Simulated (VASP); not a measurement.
A run of VASP 6.6.1 is set up as follows.

POSCAR

```
Ga2AsP
1.0
    3.7272920778      0.0000000000      0.0000000000
    0.0000000000      3.7272920778      0.0000000000
    0.0000000000      0.0000000000      5.7917950785
P Ga As
1 2 1
Direct
    0.0000000000      0.0000000000      0.0000000000
    0.0000000000      0.5000000000      0.7585251816
    0.5000000000      0.0000000000      0.2414748184
    0.5000000000      0.5000000000      0.5000000000
```

File INCAR.step1:

```
SYSTEM = Ga2AsP
PREC = Accurate
ENCUT = 520
ISMEAR = 0
SIGMA = 0.01
LREAL = .FALSE.
LASPH = .TRUE.
NELM = 100
NBANDS = 26
GGA = PE
ALGO = Normal
EDIFF = 1E-4
LWAVE = .TRUE.
LCHARG = .FALSE.
```

Contents of INCAR.step2:

```
SYSTEM = Ga2AsP
PREC = Accurate
ENCUT = 520
EDIFF = 1E-7
ISMEAR = 0
SIGMA = 0.01
LREAL = .FALSE.
LASPH = .TRUE.
NELM = 100
ALGO = Normal
ISIF = 2
LWAVE = .FALSE.
LCHARG = .FALSE.
METAGGA = R2SCAN
LMIXTAU = .TRUE.
NBANDS = 26
ISTART = 1
```

The input KPOINTS:

```
regular mesh
0
G
  6 6 6
  0 0 0
```

Potentials or basis: VASP PAW PBE potentials, release 64 (P, Ga_d, As).

Run with:

```sh
$ cat potpaw_PBE.64/P/POTCAR potpaw_PBE.64/Ga_d/POTCAR potpaw_PBE.64/As/POTCAR > POTCAR
$ cp INCAR.step1 INCAR
$ mpirun -np 1 vasp_std > vasp.out
$ cp INCAR.step2 INCAR
$ mpirun -np 1 vasp_std > vasp.out
```

**Question.** What does it give for the band gap on the k mesh?

**Answer.** 0.95 eV (least direct gap 1.77 eV).

**Question.** Estimate the pressure.

**Answer.** 5.8 GPa.

**Question.** Predict the largest force.

**Answer.** 0.021 eV/Å.

Forces in eV/Å, atoms in the order of the input:
```
P    0.000  0.000  0.000
Ga   0.000  0.000  0.021
Ga   0.000  0.000 -0.021
As   0.000  0.000  0.000
```

Caveat: the cell differs from its parent crystal (epitaxial xy strain -5.2%); the cell stands under pressure; the PAW data sets were made with another functional, which shifts forces and pressure a little. A k mesh can miss the band edges.
